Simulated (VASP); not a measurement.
A run of VASP 6.6.1:

The input INCAR:

```
SYSTEM = TaN
PREC = Accurate
ENCUT = 520
EDIFF = 1E-7
ISMEAR = -1
SIGMA = 0.1
LREAL = .False.
LASPH = .True.
NELM = 60
ALGO = Normal
ISIF = 2
LWAVE = .False.
LCHARG = .False.
GGA = PE
IVDW = 12
NBANDS = 15
```

File KPOINTS:

```
Automatic mesh
0
Gamma
  9 9 9
  0 0 0
```

File POSCAR:

```
TaN
1.0
    0.0000000000      2.2076743409      2.2076743409
    2.2076743409      0.0000000000      2.2076743409
    2.2076743409      2.2076743409      0.0000000000
Ta N
1 1
Direct
    0.5000000000      0.5000000000      0.5000000000
    0.0000000000      0.0000000000      0.0000000000
```

Potentials or basis: VASP PAW PBE potentials, release 64 (Ta_pv, N).

Launch:

```bash
$ cat potpaw_PBE.64/Ta_pv/POTCAR potpaw_PBE.64/N/POTCAR > POTCAR
$ mpirun -np 1 vasp_std > vasp.out
```

Hardware: 1 thread of Intel(R) Xeon(R) Platinum 8488C (Sapphire Rapids), on a shared host.

Estimate the wall time of this run.

Wall time 9.6 s on 1 thread of Intel(R) Xeon(R) Platinum 8488C (Sapphire Rapids) (shared host), peak memory 0.15 GiB. Counts: scf iterations 14, k points 35.
